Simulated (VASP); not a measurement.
A run of VASP 6.6.1:

INCAR

```
  PREC = Accurate
  ENCUT = 520
  EDIFF = 1E-6
  ISMEAR = 0
  SIGMA = 0.05
  LREAL = Auto
  LASPH = True
  NELM = 100
  ALGO = Normal
  ISIF = 2
  LWAVE = False
  LCHARG = False
  GGA = PS
  NBANDS = 60
```

Contents of KPOINTS:

```
Automatic mesh
0
Gamma
  3 3 1
```

File POSCAR:

```
H3C8Cl
1.0
    5.0487420000      0.0000000000      0.0000000000
    2.5243710000      4.3723390000      0.0000000000
    0.0000000000      0.0000000000     15.7764260000
H C Cl
6 16 2
Direct
    0.1666667000      0.1666667000      0.0633857000
    0.6666667000      0.1666667000      0.0633857000
    0.1666667000      0.6666667000      0.0633857000
    0.6666667000      0.6666667000      0.0633857000
   -0.0030087452      0.4994827205      0.3634803456
    0.5035421855      0.4994204736      0.3634805673
    0.1666667000      0.1666667000      0.1331100000
    0.6666667000      0.1666667000      0.1331100000
    0.1666667000      0.6666667000      0.1331100000
    0.6666667000      0.6666667000      0.1331100000
   -0.1666667000      0.3333333000      0.1657717000
    0.3333333000      0.3333333000      0.1657717000
   -0.1666667000      0.8333333000      0.1657717000
    0.3333333000      0.8333333000      0.1657717000
   -0.1655058954      0.3309887249      0.2641681719
    0.3310412759      0.3379249470      0.2625243928
   -0.1678539686      0.8320871581      0.2641755622
    0.3357738377      0.8320766759      0.2641726633
    0.0039029160     -0.0077770952      0.2955037269
    0.4960273499      0.0079132585      0.2949245487
   -0.0024776734      0.4995190874      0.2937919931
    0.5029444859      0.4995334811      0.2937919175
    0.0364631944     -0.0729274466      0.4097152866
    0.4665384569      0.0669327094      0.4085083125
```

Potentials or basis: VASP PAW PBE potentials, release 64 (H, C, Cl).

Run with:

```bash
$ cat potpaw_PBE.64/H/POTCAR potpaw_PBE.64/C/POTCAR potpaw_PBE.64/Cl/POTCAR > POTCAR
$ mpirun -np 1 vasp_std > vasp.out
```

Hardware: 1 thread of Intel(R) Xeon(R) 6975P-C (Granite Rapids), on a shared host.

Question: How long does it take, and how much memory?

Answer: It took 2.2 min on 1 thread of Intel(R) Xeon(R) 6975P-C (Granite Rapids), on a shared host, peak memory 0.45 GiB. Counts: scf iterations 24, k points 5.
